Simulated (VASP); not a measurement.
# AgCl in VASP: further runs, part 2 of 2

VASP 6.6.1. Earlier steps stand in the parts before.

## (3) Electric field gradients, PBEsol (equal xy, yz and zx shear strains of -2 %)

File INCAR:

```
SYSTEM = AgCl
PREC = Accurate
ENCUT = 520
EDIFF = 1E-8
ISMEAR = -1
SIGMA = 0.01
LREAL = .FALSE.
LASPH = .TRUE.
NELM = 100
ALGO = Normal
ISIF = 2
LWAVE = .FALSE.
LCHARG = .FALSE.
GGA = PS
LEFG = .TRUE.
NBANDS = 16
```

File KPOINTS:

```
regular mesh
0
G
  9 9 9
  0 0 0
```

File POSCAR:

```
AgCl
1.0
   -0.0554630000      2.7454185000      2.7454185000
    2.7454185000     -0.0554630000      2.7454185000
    2.7454185000      2.7454185000     -0.0554630000
Ag Cl
1 1
Direct
    0.5000000000      0.5000000000      0.5000000000
    0.0000000000      0.0000000000      0.0000000000
```

Potentials or basis: VASP PAW PBE potentials, release 64 (Ag, Cl).

Started as:

```console
$ cat potpaw_PBE.64/Ag/POTCAR potpaw_PBE.64/Cl/POTCAR > POTCAR
$ mpirun -np 1 vasp_std > vasp.out
```

OUTCAR:

```text
SYSTEM = AgCl
   PREC = Accurate
   ENCUT = 520
   EDIFF = 1E-8
   ISMEAR = -1
   LREAL = .FALSE.
   LASPH = .TRUE.
   NELM = 100
   ISIF = 2
   GGA = PS

 ion  position               nearest neighbor table
   1  0.500  0.500  0.500-   2 2.77   2 2.77   2 2.77   2 2.77   2 2.77   2 2.77
   2  0.000  0.000  0.000-   1 2.77   1 2.77   1 2.77   1 2.77   1 2.77   1 2.77

  LATTYP: Found a trigonal (rhomboedric) cell.
 ALAT       =     3.8830042010
 COS(alpha) =     0.4797000918

  Lattice vectors:

 A1 = (  -0.0554630000,   2.7454185000,   2.7454185000)
 A2 = (   2.7454185000,  -0.0554630000,   2.7454185000)
 A3 = (   2.7454185000,   2.7454185000,  -0.0554630000)

Analysis of symmetry for initial positions (statically):
=====================================================================
 Subroutine PRICEL returns:
 Original cell was already a primitive cell.

 Routine SETGRP: Setting up the symmetry group for a
[... 647 lines left out ...]
      direct lattice vectors                 reciprocal lattice vectors
    -0.055463000  2.745418500  2.745418500    -0.176693644  0.180336812  0.180336812
     2.745418500 -0.055463000  2.745418500     0.180336812 -0.176693644  0.180336812
     2.745418500  2.745418500 -0.055463000     0.180336812  0.180336812 -0.176693644

 POSITION                                       TOTAL-FORCE (eV/Angst)
 -----------------------------------------------------------------------------------
      2.71769      2.71769      2.71769        -0.000000      0.000000     -0.000000
      0.00000      0.00000      0.00000         0.000000     -0.000000      0.000000
 -----------------------------------------------------------------------------------
    total drift:                                0.000000      0.000000      0.000000

  FREE ENERGIE OF THE ION-ELECTRON SYSTEM (eV)
  ---------------------------------------------------
  free  energy   TOTEN  =        -6.0404859211 eV

  energy  without entropy=       -6.0404859211  energy(sigma->0) =       -6.04048592

 Electric field gradients (V/A^2)
---------------------------------------------------------------------
 ion       V_xx      V_yy      V_zz      V_xy      V_xz      V_yz
---------------------------------------------------------------------
   1       0.000    -0.000    -0.000     2.180     2.180     2.180
   2      -0.000    -0.000     0.000    -4.383    -4.383    -4.383
---------------------------------------------------------------------

 Electric field gradients after diagonalization (V/A^2)
 (convention: |V_zz| > |V_xx| > |V_yy|)
----------------------------------------------------------------------
 ion       V_xx      V_yy      V_zz     asymmetry (V_yy - V_xx)/ V_zz
----------------------------------------------------------------------
   1      -2.180    -2.180     4.360       0.000
   2       4.383     4.383    -8.766       0.000
----------------------------------------------------------------------

           NMR quadrupolar parameters

 Cq : quadrupolar parameter    Cq=e*Q*V_zz/h
 eta: asymmetry parameters     (V_yy - V_xx)/ V_zz
 Q  : nuclear electric quadrupole moment in mb (millibarn)
----------------------------------------------------------------------
 ion       Cq(MHz)       eta       Q (mb)
----------------------------------------------------------------------
   1       0.011       0.000       1.000
   2      -0.021       0.000       1.000
----------------------------------------------------------------------
```

OSZICAR:

```text
N       E                     dE             d eps       ncg     rms          rms(c)
DAV:   1     0.901416686792E+02    0.90142E+02   -0.85571E+03  2720   0.101E+03
DAV:   2    -0.322880661154E+01   -0.93370E+02   -0.85691E+02  3368   0.214E+02
DAV:   3    -0.619090006089E+01   -0.29621E+01   -0.29535E+01  3432   0.392E+01
DAV:   4    -0.620535192193E+01   -0.14452E-01   -0.14451E-01  3424   0.314E+00
DAV:   5    -0.620550701341E+01   -0.15509E-03   -0.15509E-03  3424   0.325E-01    0.643E+00
DAV:   6    -0.604469455317E+01    0.16081E+00   -0.28378E-01  3568   0.706E+00    0.417E+00
DAV:   7    -0.604190962607E+01    0.27849E-02   -0.68160E-02  3256   0.172E+00    0.195E+00
DAV:   8    -0.604048533933E+01    0.14243E-02   -0.40973E-03  3288   0.651E-01    0.291E-01
DAV:   9    -0.604045397420E+01    0.31365E-04   -0.37373E-04  3456   0.264E-01    0.522E-02
DAV:  10    -0.604048412389E+01   -0.30150E-04   -0.52985E-05  3360   0.636E-02    0.116E-02
DAV:  11    -0.604048595978E+01   -0.18359E-05   -0.13617E-06  3576   0.880E-03    0.212E-03
DAV:  12    -0.604048591888E+01    0.40909E-07   -0.78637E-08  3304   0.184E-03    0.809E-04
DAV:  13    -0.604048592106E+01   -0.21828E-08   -0.61965E-09  2928   0.642E-04
   1 F= -.60404859E+01 E0= -.60404859E+01  d E =-.136683E-11
```

It took 56 s on 1 thread of Intel Xeon Platinum 8488C (Sapphire Rapids), shared host; peak memory 0.2 GiB.

What came out:

| Property | Result |
| --- | --- |
| Free energy | -6.0405 eV |
| Pressure | -2.7 GPa |
| Band gap on the k mesh | 0.75 eV, indirect (least direct gap 2.96 eV) |

Electric field gradients, principal values (V/Å²):
```csv
atom,least,middle,greatest (by size)
1 Ag,-2.180,-2.180,4.360
2 Cl,4.383,4.383,-8.766
```

Caveat: the cell differs from its parent crystal (equal xy, yz and zx shear strains of -2 %); without QUAD_EFG the Cq values of the log hold for a quadrupole moment of 1 mb, not for the nuclei; the PAW data sets were made with another functional, which shifts forces and pressure a little. A k mesh can miss the band edges.
